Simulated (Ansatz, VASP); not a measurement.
# In3SbAs2: VASP beside Ansatz

Contents of INCAR:

```
SYSTEM = In3SbAs2
ALGO     = Fast           ! electronic algorithm
EDIFF    = 1E-7           ! SCF threshold, eV
EDIFFG   = -0.01          ! ionic threshold
ENCUT    = 600            ! plane-wave cutoff, eV
GGA      = PE             ! functional
IBRION   = 2              ! ionic algorithm
ISIF     = 3              ! what is computed and relaxed
ISMEAR   = 0              ! smearing method
LASPH    = .TRUE.         ! aspherical terms in the spheres
LCHARG   = .FALSE.        ! write CHGCAR
LREAL    = .FALSE.        ! projectors in reciprocal space
LWAVE    = .FALSE.        ! write WAVECAR
NELM     = 80             ! most SCF steps
NSW      = 100            ! ionic steps
PREC     = Accurate       ! precision mode
SIGMA    = 0.1            ! smearing width, eV
```

The input KPOINTS:

```
k-points
0
G
  12 12 4
  0 0 0
```

File POSCAR:

```
In3SbAs2
1.0
    4.4842621988      0.0000000000      0.0000000000
   -2.2421310994      3.8834849814      0.0000000000
    0.0000000000      0.0000000000     10.9468863440
In Sb As
3 1 2
Direct
    0.0000000000      0.0000000000      0.9873115938
    0.3333333333      0.6666666667      0.6660378961
    0.6666666667      0.3333333333      0.3466695586
    0.0000000000      0.0000000000      0.2483930792
    0.3333333333      0.6666666667      0.9112701969
    0.6666666667      0.3333333333      0.5903176753
```

Input for Ansatz:

```yaml
crystal:
  lattice:
    - [4.4842621988, 0.0, 0.0]
    - [-2.2421310994, 3.8834849814, 0.0]
    - [0.0, 0.0, 10.946886344]
  atoms:
    - { symbol: In, position: [0.0, 0.0, 0.9873115938] }
    - { symbol: In, position: [0.3333333333, 0.6666666667, 0.6660378961] }
    - { symbol: In, position: [0.6666666667, 0.3333333333, 0.3466695586] }
    - { symbol: Sb, position: [0.0, 0.0, 0.2483930792] }
    - { symbol: As, position: [0.3333333333, 0.6666666667, 0.9112701969] }
    - { symbol: As, position: [0.6666666667, 0.3333333333, 0.5903176753] }
basis:
  ecutwfc: 420
kpoints:
  mp_grid: { grid: [12, 12, 4] }
hamiltonian:
  xc: pbe
scf:
  occupations: { method: gaussian, width: 0.1 }
output:
  forces: true
  stress: true
  eigenvalues: true
  write_density: true
  write_potential: true
  elf: true
  volumetric_format: npy
relax:
  adjacent_minimum: "off"
  f_tol: 0.01
  max_steps: 80
  cell: { stress_tol: 0.05 }
```

Alike in both runs: task relaxation of cell and atoms; functional PBE; k mesh 12 × 12 × 4; occupations gaussian, width 0.1 eV; no spin polarisation.

```csv
,VASP,Ansatz
version,VASP 6.6.1,Ansatz 0.2.0
potentials or method,"VASP PAW PBE potentials, release 64 (In_d, Sb, As), cutoff 600 eV","scalar-relativistic, plane waves, PAW"
valence electrons in the cell,54,84
```

|  | VASP | Ansatz | Ansatz less VASP |
| --- | --- | --- | --- |
| gap on the k mesh at the Fermi level, each at its own relaxed structure (eV) | none | none | - |
| relaxed volume (Å³/atom) | 31.88 | 31.85 | -0.027 |
| relaxed length of the cell vector where the two differ most in proportion (Å) | 4.483 | 4.481 | -0.0018 |

A gap of «none» marks a metal or a gap that the smearing closes. VASP's potentials hold 54 valence electrons a cell and Ansatz's 84, so a difference there can come from the potentials and not from the codes.

Spin-orbit coupling is off throughout.
